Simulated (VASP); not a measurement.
# Pt in VASP: single point with PBE

Aim: the single point of Pt with PBE.

All numbers are computed with VASP 6.6.1; they aren't measurements. Logs are shortened: lines on timing, memory, paths and dates and some standing lists are left out, and cuts for length are marked.

### Step 1. The cell of the first run

The cell holds a slab with vacuum, 4 atoms: a = 2.809 Å, b = 3.972 Å, c = 20.213 Å, α = 90.00°, β = 90.00°, γ = 90.00°.

### Step 2. Single point, PBE

POSCAR reads:

```
Pt
1.0
    2.8085470212      0.0000000000      0.0000000000
    0.0000000000      3.9718852880      0.0000000000
    0.0000000000      0.0000000000     20.2128000000
Pt
4
Direct
    0.2500000000      0.2500000000      0.3957882992
    0.7500000000      0.7500000000      0.4652627661
    0.2500000000      0.2500000000      0.5347372335
    0.7500000000      0.7500000000      0.6042117008
```

INCAR.step1 reads:

```
PREC     = Accurate       # precision mode
ENCUT    = 520            # plane-wave cutoff, eV
EDIFF    = 1E-6           # SCF threshold, eV
ISMEAR   = -1             # smearing method
SIGMA    = 0.1            # smearing width, eV
LREAL    = False          # projectors in reciprocal space
LASPH    = True           # aspherical terms in the spheres
NELM     = 100            # most SCF steps
ALGO     = Normal         # electronic algorithm
ISIF     = 2              # what is computed and relaxed
LWAVE    = False          # write WAVECAR
LCHARG   = True           # write CHGCAR
LMAXMIX  = 4              # l up to which the mixer works
LDIPOL   = True         
IDIPOL   = 3            
DIPOL    = 0.5 0.5 0.500
GGA      = PE             # functional
NBANDS   = 28             # bands
```

KPOINTS.step1 reads:

```
Automatic mesh
0
Gamma
  14 10 1
```

INCAR.step2 reads:

```
PREC     = Accurate       # precision mode
ENCUT    = 520            # plane-wave cutoff, eV
EDIFF    = 1E-6           # SCF threshold, eV
ISMEAR   = -5             # smearing method
SIGMA    = 0.1            # smearing width, eV
LREAL    = False          # projectors in reciprocal space
LASPH    = True           # aspherical terms in the spheres
NELM     = 100            # most SCF steps
ALGO     = Normal         # electronic algorithm
ISIF     = 2              # what is computed and relaxed
LWAVE    = False          # write WAVECAR
LCHARG   = False          # write CHGCAR
LMAXMIX  = 4              # l up to which the mixer works
LDIPOL   = True         
IDIPOL   = 3            
DIPOL    = 0.5 0.5 0.500
GGA      = PE             # functional
LORBIT   = 11             # projections on sites
NEDOS    = 1001           # points of the DOS
ICHARG   = 11             # starting density
```

KPOINTS.step2 reads:

```
Automatic mesh
0
Gamma
  21 15 1
```

Potentials or basis: VASP PAW PBE potentials, release 64 (Pt).

The run is started by

```sh
cat potpaw_PBE.64/Pt/POTCAR > POTCAR
cp INCAR.step1 INCAR
cp KPOINTS.step1 KPOINTS
mpirun -np 1 vasp_std > vasp.out
cp INCAR.step2 INCAR
cp KPOINTS.step2 KPOINTS
mpirun -np 1 vasp_std > vasp.out
```

OUTCAR:

```text
PREC = Accurate
   ENCUT = 520
   EDIFF = 1E-6
   ISMEAR = -5
   LREAL = False
   LASPH = True
   NELM = 100
   ISIF = 2
   GGA = PE
   LORBIT = 11
   ICHARG = 11

 ion  position               nearest neighbor table
   1  0.250  0.250  0.396-   2 2.81   2 2.81   2 2.81   2 2.81   3 2.81
   2  0.750  0.750  0.465-   1 2.81   1 2.81   1 2.81   1 2.81   3 2.81   3 2.81   3 2.81   3 2.81
                             4 2.81
   3  0.250  0.250  0.535-   1 2.81   4 2.81   4 2.81   4 2.81   4 2.81   2 2.81   2 2.81   2 2.81
                             2 2.81
   4  0.750  0.750  0.604-   3 2.81   3 2.81   3 2.81   3 2.81   2 2.81

  LATTYP: Found a simple orthorhombic cell.
 ALAT       =     2.8085470212
 B/A-ratio  =     1.4142135624
 C/A-ratio  =     7.1968885860

  Lattice vectors:

 A1 = (   2.8085470212,   0.0000000000,   0.0000000000)
 A2 = (   0.0000000000,   3.9718852880,   0.0000000000)
 A3 = (   0.0000000000,   0.0000000000,  20.2128000000)

Analysis of symmetry for initial positions (statically):
=====================================================================
 Subroutine PRICEL returns:
 Original cell was already a primitive cell.

 Routine SETGRP: Setting up the symmetry group for a
 simple orthorhombic supercell.

 Subroutine GETGRP returns: Found  8 space group operations
 (whereof  2 operations were pure point group operations)
 out of a pool of  8 trial point group operations.

The static configuration has the point symmetry S_2 .
 The point group associated with its full space group is D_2h.

Analysis of symmetry for dynamics (positions and initial velocities):
=====================================================================
 Subroutine PRICEL returns:
 Original cell was already a primitive cell.

 Routine SETGRP: Setting up the symmetry group for a
 simple orthorhombic supercell.

 Subroutine GETGRP returns: Found  8 space group operations
 (whereof  2 operations were pure point group operations)
 out of a pool of  8 trial point group operations.

The dynamic configuration has the point symmetry S_2 .
 The point group associated with its full space group is D_2h.

 Subroutine INISYM returns: Found  8 space group operations
 (whereof  2 operations are pure point group operations),
 and found     1 'primitive' translations

----------------------------------------------------------------------------------------

                                     Primitive cell

  volume of cell :     225.4784

  direct lattice vectors                    reciprocal lattice vectors
     2.808547021  0.000000000  0.000000000     0.356055994  0.000000000  0.000000000
     0.000000000  3.971885288  0.000000000     0.000000000  0.251769608  0.000000000
     0.000000000  0.000000000 20.212800000     0.000000000  0.000000000  0.049473601

  length of vectors
     2.808547021  3.971885288 20.212800000     0.356055994  0.251769608  0.049473601

  position of ions in fractional coordinates (direct lattice)
     0.250000000  0.250000000  0.395788299
     0.750000000  0.750000000  0.465262766
     0.250000000  0.250000000  0.534737234
     0.750000000  0.750000000  0.604211701

  ion indices of the primitive-cell ions
   primitive index   ion index
                 1           1
                 2           2
                 3           3
                 4           4

----------------------------------------------------------------------------------------

 KPOINTS: Automatic mesh

Automatic generation of k-mesh.
 Grid dimensions read from file:
 generate k-points for:   21   15    1

 Generating k-lattice:

  Cartesian coordinates                     Fractional coordinates (reciprocal lattice)
     0.016955047  0.000000000  0.000000000     0.047619048  0.000000000  0.000000000
     0.000000000  0.016784641  0.000000000     0.000000000  0.066666667  0.000000000
     0.000000000  0.000000000  0.049473601     0.000000000  0.000000000  1.000000000

  Length of vectors
     0.016955047  0.016784641  0.049473601

  Shift w.r.t. Gamma in fractional coordinates (k-lattice)
     0.000000000  0.000000000  0.000000000

 TETIRR: Found    892 inequivalent tetrahedra from     1890

 Subroutine IBZKPT returns following result:
 ===========================================

 Found     88 irreducible k-points:

 Following reciprocal coordinates:
            Coordinates               Weight
  0.000000  0.000000  0.000000      1.000000
  0.047619  0.000000  0.000000      2.000000
  0.095238  0.000000  0.000000      2.000000
  0.142857  0.000000  0.000000      2.000000
  0.190476  0.000000  0.000000      2.000000
  0.238095  0.000000  0.000000      2.000000
[... 16 lines left out ...]
  0.000000  0.133333  0.000000      2.000000
  0.047619  0.133333  0.000000      4.000000
 [... further k-points ...]
   k-points           NKPTS =     88   k-points in BZ     NKDIM =     88   number of bands    NBANDS=     24
   number of dos      NEDOS =   1001   number of ions     NIONS =      4
   total plane-waves  NPLWV = 108000
   dimension x,y,z NGX =    24 NGY =   30 NGZ =  150
   dimension x,y,z NGXF=    48 NGYF=   60 NGZF=  300
   ions per type =               4
   NGX,Y,Z   is equivalent  to a cutoff of  14.21, 12.56, 12.34 a.u.
   NGXF,Y,Z  is equivalent  to a cutoff of  28.41, 25.11, 24.67 a.u.
 SYSTEM =  unknown system
   PREC   = accura    normal or accurate (medium, high low for compatibility)
   ISTART =      0    job   : 0-new  1-cont  2-samecut
   ICHARG =     11    charge: 1-file 2-atom 10-const
   ISPIN  =      1    spin polarized calculation?
   LNONCOLLINEAR =      F non collinear calculations
   LSORBIT =      F    spin-orbit coupling
   LASPH  =      T    aspherical Exc in radial PAW
   ENCUT  =  520.0 eV  38.22 Ry    6.18 a.u.   5.22  7.39 37.58*2*pi/ulx,y,z
   NELM   =    100;   NELMIN=  2; NELMDL=  0     # of ELM steps
   EDIFF  = 0.1E-05   stopping-criterion for ELM
   LREAL  =      F    real-space projection
   EDIFFG = 0.1E-04   stopping-criterion for IOM
   NSW    =      0    number of steps for IOM
   IBRION =     -1    ionic relax: 0-MD 1-quasi-New 2-CG
   NFREE  =      0    steps in history (QN), initial steepest desc. (CG)
   ISIF   =      2    stress and relaxation
   ISYM   =      2    0-nonsym 1-usesym 2-fastsym
   POTIM  = 0.5000    time-step for ionic-motion
   TEBEG  =    0.0;   TEEND  =   0.0 temperature during run
   PSTRESS=    0.0 pullay stress
   NELECT =      40.0000    total number of electrons
   NUPDOWN=      -1.0000    fix difference up-down
   EMIN   =  10.00;   EMAX   =-10.00  energy-range for DOS
   EFERMI =   0.00;   METHOD = LEGACY
   ISMEAR =    -5;   SIGMA  =   0.10  broadening in eV -4-tet -1-fermi 0-gaus
   EFERMI_NEDOS =   21; number of points for ismear=-14 and -15
   IALGO  =     38    algorithm
   IMIX   =      4    mixing-type and parameters
     AMIX     =   0.40;   BMIX     =  1.00
     AMIX_MAG =   1.60;   BMIX_MAG =  1.00
  volume/ion in A,a.u.               =      56.37       380.40
  Fermi-wavevector in a.u.,A,eV,Ry     =   0.919870  1.738303 11.512721  0.846161
  Thomas-Fermi vector in A             =   2.045112
   LORBIT       =     11    0 simple, 1 ext, 2 COOP (PROOUT), +10 PAW based schemes
   GGA     = PE    functional components
   LHFCALC =     F    Hartree Fock is set to
   AEXX    =    0.0000 exact exchange contribution
   IVDW    =     0    specifies the selected vdW correction
   LEPSILON=     F    determine dielectric tensor
   LRPA    =     F    only Hartree local field effects (RPA)
 non-spin polarized calculation
 Fermi weights with tetrahedron method with Bloechl corrections
  energy-cutoff  :      520.00
  volume of cell :      225.48
 maximum number of plane-waves:      6114
 NGX is ok and might be reduce to    24

 number of electron      40.0000006 magnetization

 dipolmoment           0.000000      0.000000     -0.000000 electrons x Angstroem

 Free energy of the ion-electron system (eV)
  ---------------------------------------------------
  ext. energy  EPLUGINS =         0.00000000
  ---------------------------------------------------
  free energy    TOTEN  =       -21.59084840 eV

  energy without entropy =      -21.59084840  energy(sigma->0) =      -21.59084840

 E-fermi :  -1.0003     XC(G=0):  -4.6729

 val. band max:       -1.0015186341   @ k =   0.4762   0.4000   0.0000
 cond. band min:      -1.0131617036   @ k =   0.1429   0.2000   0.0000
 fundamental gap:     -0.0116430695
 Fermi energy:        -1.0003347077

 k-point     1 :       0.0000    0.0000    0.0000
  band No.  band energies     occupation
      1      -9.4080      2.00000
      2      -6.9258      2.00000
      3      -6.8752      2.00000
      4      -5.8079      2.00000
      5      -5.7669      2.00000
      6      -4.7785      2.00000
[... 16 lines left out ...]
     23      -0.4514      0.00000
     24       2.4248      0.00000

 k-point     2 :       0.0476    0.0000    0.0000
  band No.  band energies     occupation
      1      -9.3500      2.00000
      2      -6.8803      2.00000
      3      -6.8187      2.00000
      4      -5.7744      2.00000
      5      -5.6947      2.00000
      6      -4.8122      2.00000
[... 16 lines left out ...]
     23      -0.4066      0.00000
     24       2.4802      0.00000
[... 565 lines left out ...]
     23      -0.3760      0.00000
     24       1.8556      0.00000

 k-point    24 :       0.0476    0.1333    0.0000
  band No.  band energies     occupation
      1      -9.1546      2.00000
      2      -6.9166      2.00000
      3      -6.7437      2.00000
      4      -5.8679      2.00000
      5      -5.7154      2.00000
      6      -4.7180      2.00000
[... 16 lines left out ...]
     23      -0.3081      0.00000
     24       2.0145      0.00000

 [... further k-points ...]

------------------------ aborting loop because EDIFF is reached ----------------------------------------

 vacuum level on the upper side and lower side of the slab       (xc-potential included)        -0.089        -0.089

  FORCE on cell =-STRESS in cart. coord.  units (eV):
  Direction    XX          YY          ZZ          XY          YZ          ZX
  --------------------------------------------------------------------------------------
  -------------------------------------------------------------------------------------
  Total       -7.4143610     -6.1666944     -3.1139939     -0.0000000      0.0000000      0.0000000
  in kB      -52.6840841    -43.8185631    -22.1270474     -0.0000000      0.0000000      0.0000000
  external PRESSURE =     -39.5432315 kB  Pullay stress =       0.0000000 kB

 VOLUME and BASIS-vectors are now :
 -----------------------------------------------------------------------------
  energy-cutoff  :      520.00
  volume of cell :      225.48
      direct lattice vectors                 reciprocal lattice vectors
     2.808547021  0.000000000  0.000000000     0.356055994  0.000000000  0.000000000
     0.000000000  3.971885288  0.000000000     0.000000000  0.251769608  0.000000000
     0.000000000  0.000000000 20.212800000     0.000000000  0.000000000  0.049473601

 POSITION                                       TOTAL-FORCE (eV/Angst)
 -----------------------------------------------------------------------------------
      0.70214      0.99297      7.99999         0.000000     -0.000000      0.660345
      2.10641      2.97891      9.40426        -0.000000      0.000000     -0.825453
      0.70214      0.99297     10.80854         0.000000      0.000000      0.825453
      2.10641      2.97891     12.21281         0.000000     -0.000000     -0.660345
 -----------------------------------------------------------------------------------
    total drift:                                0.000000      0.000000     -0.000004

  FREE ENERGIE OF THE ION-ELECTRON SYSTEM (eV)
  ---------------------------------------------------
  free  energy   TOTEN  =       -21.5908483967 eV

  energy  without entropy=      -21.5908483967  energy(sigma->0) =      -21.59084840

 vacuum level on the upper side and lower side of the slab         4.269         4.269

 total charge

# of ion       s       p       d       tot
------------------------------------------
    1        0.592   0.321   8.072   8.986
    2        0.610   0.525   7.951   9.087
    3        0.610   0.525   7.951   9.087
    4        0.592   0.321   8.072   8.986
--------------------------------------------------
tot          2.405   1.694  32.046  36.145
```

Run time: 19 min. Hardware: 1 thread of Intel Xeon 8259CL, shared host; peak memory 0.55 GiB.

Results:

| Quantity | Value |
| --- | --- |
| Valence electrons inside the program's atomic spheres | Pt 8.99, 9.09 (each value once) |

Caveat: spin-orbit coupling is left out, which moves the levels of the heavy elements.
